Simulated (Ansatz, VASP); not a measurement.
## Two plane-wave programs on Ru

Contents of INCAR:

```
PREC = Accurate
ENCUT = 520
EDIFF = 1E-6
ISMEAR = 0
SIGMA = 0.15
LREAL = False
LASPH = True
NELM = 60
ALGO = Fast
ISIF = 2
LWAVE = False
LCHARG = False
GGA = PS
NBANDS = 21
```

The input KPOINTS:

```
Automatic mesh
0
Gamma
  24 24 12
```

The input POSCAR:

```
Ru
1.0
    2.7057993342      0.0000000000      0.0000000000
   -1.3528996671      2.3432909610      0.0000000000
    0.0000000000      0.0000000000      4.2819000000
Ru
2
Direct
    0.1670238830      0.6666666667      0.2500000000
    0.6666666667      0.3333333333      0.7500000000
```

Input for Ansatz:

```yaml
crystal:
  lattice:
    - [2.7057993342, 0.0, 0.0]
    - [-1.3528996671, 2.343290961, 0.0]
    - [0.0, 0.0, 4.2819]
  atoms:
    - { symbol: Ru, position: [0.167023883, 0.6666666667, 0.25] }
    - { symbol: Ru, position: [0.6666666667, 0.3333333333, 0.75] }
basis:
  ecutwfc: 420
kpoints:
  mp_grid: { grid: [24, 24, 12] }
hamiltonian:
  xc: pbesol
scf:
  occupations: { method: gaussian, width: 0.15 }
output:
  forces: true
  stress: true
  eigenvalues: true
```

Alike in both runs: task single point; functional PBEsol; k mesh 24 × 24 × 12; occupations gaussian, width 0.15 eV; no spin polarisation.

```csv
,VASP,Ansatz
version,VASP 6.6.1,Ansatz 0.2.0
potentials or method,"VASP PAW PBE potentials, release 64 (Ru_pv), cutoff 520 eV","scalar-relativistic, plane waves, PAW"
valence electrons in the cell,28,32
```

|  | VASP | Ansatz | Ansatz less VASP |
| --- | --- | --- | --- |
| gap on the k mesh at the Fermi level (eV) | none | none | - |
| pressure (GPa) | 2.7 | 2.7 | -0.03 |
| traceless stress, the component that is largest in VASP (GPa) | 10.91 | 10.76 | -0.147 |
| rms of the force components (eV/Å) | 1.460 | 1.457 | -0.0029 |

VASP's potentials were made for PBE, not for PBEsol. Atom by atom the forces differ by 0.008 eV/Å (rms over components). A gap of «none» marks a metal or a gap that the smearing closes. VASP's potentials hold 28 valence electrons a cell and Ansatz's 32, so a difference there can come from the potentials and not from the codes.
